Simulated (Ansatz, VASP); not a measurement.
**Two plane-wave programs on CoO**

Contents of INCAR:

```
SYSTEM = CoO
PREC = Accurate ; ENCUT = 520
EDIFF = 1E-7 ; ISMEAR = 0
SIGMA = 0.1 ; LREAL = .False.
LASPH = .True. ; NELM = 150
ALGO = Normal ; ISIF = 2
LWAVE = .False. ; LCHARG = .False.
ISPIN = 2 ; MAGMOM = 3 0
LORBIT = 11 ; LMAXMIX = 4
LDAU = .True. ; LDAUTYPE = 2
LDAUL = 2 -1 ; LDAUU = 3.32 0
LDAUJ = 0 0 ; LDAUPRINT = 1
GGA = PE ; NBANDS = 18
```

File KPOINTS:

```
regular mesh
0
Gamma
  8 8 8
  0 0 0
```

POSCAR

```
CoO
1.0
    0.0000000000      2.2103298239      2.2103298239
    2.2103298239      0.0000000000      2.2103298239
    2.2103298239      2.2103298239      0.0000000000
Co O
1 1
Direct
    0.0000000000      0.0000000000      0.0000000000
    0.2500000000      0.2500000000      0.2500000000
```

Input for Ansatz:

```yaml
crystal:
  lattice:
    - [0.0, 2.2103298239, 2.2103298239]
    - [2.2103298239, 0.0, 2.2103298239]
    - [2.2103298239, 2.2103298239, 0.0]
  atoms:
    - { symbol: Co, position: [0.0, 0.0, 0.0], spin: 3.0 }
    - { symbol: O, position: [0.25, 0.25, 0.25] }
basis:
  ecutwfc: 420
kpoints:
  mp_grid: { grid: [8, 8, 8] }
hamiltonian:
  xc: pbe
  hubbard: { sites: [{ species: Co, l: d, u_eff: 3.32 }] }
scf:
  occupations: { method: gaussian, width: 0.1 }
  lower_state_search: "off"
output:
  forces: true
  stress: true
  eigenvalues: true
  populations: true
magnetization:
  spin_polarized: true
```

Alike in both runs: task single point; functional PBE; k mesh 8 × 8 × 8; occupations gaussian, width 0.1 eV; collinear spin; Hubbard terms Co d U = 3.32 eV.

|  | VASP | Ansatz |
| --- | --- | --- |
| version | VASP 6.6.1 | Ansatz 0.2.0 |
| potentials or method | VASP PAW PBE potentials, release 64 (Co, O), cutoff 520 eV | scalar-relativistic, plane waves, PAW |
| valence electrons in the cell | 15 | 23 |

VASP gave:

```
gap on the k mesh at the Fermi level (eV)                     : 0.44
least direct gap on the mesh (eV)                             : 0.50
pressure (GPa)                                                : 22.3
net moment per atom (μB)                                      : 1.50
size of the moment on the site where the two differ most (μB) : 2.68
```

Q: Which values does Ansatz return?

A: gap on the k mesh at the Fermi level (eV): 0.32; least direct gap on the mesh (eV): 0.32; pressure (GPa): 25.6; net moment per atom (μB): 1.50; size of the moment on the site where the two differ most (μB): 2.40.

Site moments also hang on the region over which each program counts them. The programs project onto different local orbitals, so the same U acts differently, and such runs can settle in different states. VASP's potentials hold 15 valence electrons a cell and Ansatz's 23, so a difference there can come from the potentials and not from the codes.
